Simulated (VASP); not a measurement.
Set up this calculation in VASP 6.6.1, as the native input.

* Task: single point
* Functional: PBE
* Potentials or basis: VASP PAW PBE potentials, release 64 (Sn_d, O)
* Cutoff: 520 eV
* k mesh: 8 × 8 × 7
* Occupations: fermi-dirac, width 0.1 eV
* Spin: no spin polarisation
* Dipole correction: no
* Further INCAR settings: ALGO = Normal; EDIFF = 1e-06; NBANDS = 28

The structure of SnO (Romarchite) lies in POSCAR:

```
SnO
1.0
    3.8675229059      0.0000000000      0.0000000000
    0.0000000000      3.8675229059      0.0000000000
    0.0000000000      0.0000000000      5.0578778920
Sn O
2 2
Direct
    0.5000000000      0.0000000000      0.2290739911
    0.0000000000      0.5000000000      0.7709260089
    0.0000000000      0.0000000000      0.0000000000
    0.5000000000      0.5000000000      0.0000000000
```

One way to write it, as run:

INCAR

```
SYSTEM = SnO
  PREC = Accurate
  ENCUT = 520
  EDIFF = 1E-6
  ISMEAR = -1
  SIGMA = 0.1
  LREAL = .FALSE.
  LASPH = .TRUE.
  NELM = 100
  ALGO = Normal
  ISIF = 2
  LWAVE = .FALSE.
  LCHARG = .FALSE.
  GGA = PE
  NBANDS = 28
```

KPOINTS

```
Automatic mesh
0
G
  8 8 7
  0 0 0
```

Potentials or basis: VASP PAW PBE potentials, release 64 (Sn_d, O).

The run is started by

```sh
$ cat potpaw_PBE.64/Sn_d/POTCAR potpaw_PBE.64/O/POTCAR > POTCAR
$ mpirun -np 1 vasp_std > vasp.out
```

It gave:

```yaml
Pressure: 0.2 GPa
Largest_force: 0.088 eV/Å
Band_gap_on_the_k_mesh: 0.50 eV, indirect (least direct gap 1.91 eV)
```

Caveat: spin-orbit coupling is left out, which moves the levels of the heavy elements.

It took 95 s on 1 thread of Intel(R) Xeon(R) 6975P-C (Granite Rapids), on a shared host, peak memory 0.23 GiB.
